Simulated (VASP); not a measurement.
Wanted: the native input for a VASP 6.6.1 run.

```
Task                   : single point
Functional             : PBE
Potentials or basis    : VASP PAW PBE potentials, release 64 (Sn_d, Ge_d)
Cutoff                 : 520 eV
k mesh                 : 4 × 6 × 2
Occupations            : gaussian, width 0.1 eV
Spin                   : no spin polarisation
Dipole correction      : no
Further INCAR settings : ALGO = Normal; EDIFF = 1e-06; NBANDS = 51
```

The structure of SnGe2 lies in POSCAR:

```
SnGe2
1.0
    5.5538865818      0.0000000000      0.0000000000
    0.0000000000      3.2995093780      0.0000000000
   -1.1531627245      0.0000000000      7.5080710905
Sn Ge
2 4
Direct
    0.2804144117      0.2500000000      0.0750858591
    0.7195855883      0.7500000000      0.9249141409
    0.3680713200      0.7500000000      0.5984305120
    0.9984857438      0.2500000000      0.6784733757
    0.6319286800      0.2500000000      0.4015694880
    0.0015142562      0.7500000000      0.3215266243
```

These files were run (other wordings do the same):

INCAR

```
PREC     = Accurate       # precision mode
ENCUT    = 520            # plane-wave cutoff, eV
EDIFF    = 1E-6           # SCF threshold, eV
ISMEAR   = 0              # smearing method
SIGMA    = 0.1            # smearing width, eV
LREAL    = False          # projectors in reciprocal space
LASPH    = True           # aspherical terms in the spheres
NELM     = 60             # most SCF steps
ALGO     = Normal         # electronic algorithm
ISIF     = 2              # what is computed and relaxed
LWAVE    = False          # write WAVECAR
LCHARG   = False          # write CHGCAR
GGA      = PE             # functional
NBANDS   = 51             # bands
```

KPOINTS

```
Automatic mesh
0
Gamma
  4 6 2
```

Potentials or basis: VASP PAW PBE potentials, release 64 (Sn_d, Ge_d).

Command:

```console
$ cat potpaw_PBE.64/Sn_d/POTCAR potpaw_PBE.64/Ge_d/POTCAR > POTCAR
$ mpirun -np 1 vasp_std > vasp.out
```

Results of the run:

```
Pressure               : -0.2 GPa
Largest force          : 0.143 eV/Å
Band gap on the k mesh : zero (band 42 reaches 8.42 eV, above the bottom of band 43 at 5.02 eV)
```

Caveat: the k points lie up to 0.42 Å⁻¹ apart; spin-orbit coupling is left out, which moves the levels of the heavy elements.

It took 100 s on 1 thread of Intel(R) Xeon(R) 6975P-C (Granite Rapids), on a shared host, peak memory 0.31 GiB.
